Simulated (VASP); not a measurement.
Here is a VASP 6.6.1 calculation.

Contents of INCAR:

```
SYSTEM = CaH
PREC     = Accurate       ! precision mode
ENCUT    = 600            ! plane-wave cutoff, eV
EDIFF    = 1E-6           ! SCF threshold, eV
ISMEAR   = 0              ! smearing method
SIGMA    = 0.1            ! smearing width, eV
LREAL    = .FALSE.        ! projectors in reciprocal space
LASPH    = .TRUE.         ! aspherical terms in the spheres
NELM     = 60             ! most SCF steps
ALGO     = Normal         ! electronic algorithm
ISIF     = 3              ! what is computed and relaxed
LWAVE    = .FALSE.        ! write WAVECAR
LCHARG   = .FALSE.        ! write CHGCAR
GGA      = PE             ! functional
IBRION   = 2              ! ionic algorithm
NSW      = 100            ! ionic steps
EDIFFG   = -0.01          ! ionic threshold
```

File KPOINTS:

```
regular mesh
0
G
  18 18 18
  0 0 0
```

File POSCAR:

```
CaH
1.0
    0.0000000000      2.5916996885      2.5916996885
    2.5916996885      0.0000000000      2.5916996885
    2.5916996885      2.5916996885      0.0000000000
Ca H
1 1
Direct
    0.0000000000      0.0000000000      0.0000000000
    0.5000000000      0.5000000000      0.5000000000
```

Potentials or basis: VASP PAW PBE potentials, release 64 (Ca_sv, H).

Launch:

```console
$ cat potpaw_PBE.64/Ca_sv/POTCAR potpaw_PBE.64/H/POTCAR > POTCAR
$ mpirun -np 1 vasp_std > vasp.out
```

Predict the band gap on the k mesh.

zero (an odd number of electrons rules out a gap without spin polarisation).

What does it give for the relaxed volume?

17.08 Å³/atom.

What does it give for the relaxed cell?

a = 3.642 Å, b = 3.642 Å, c = 3.642 Å, α = 60.00°, β = 60.00°, γ = 60.00°.

Estimate the space group after relaxing (to 0.1 Å).

Fm-3m (No. 225).

The path:
| step | energy change (eV) | largest force (eV/Å) | pressure (GPa) | volume (Å³) |
| --- | --- | --- | --- | --- |
| 1 | 0.0000 | 0.0000 | -0.64 | 34.82 |
| 2 | -0.0011 | 0.0000 | -0.32 | 34.47 |
| 3 | -0.0014 | 0.0000 | -0.03 | 34.17 |
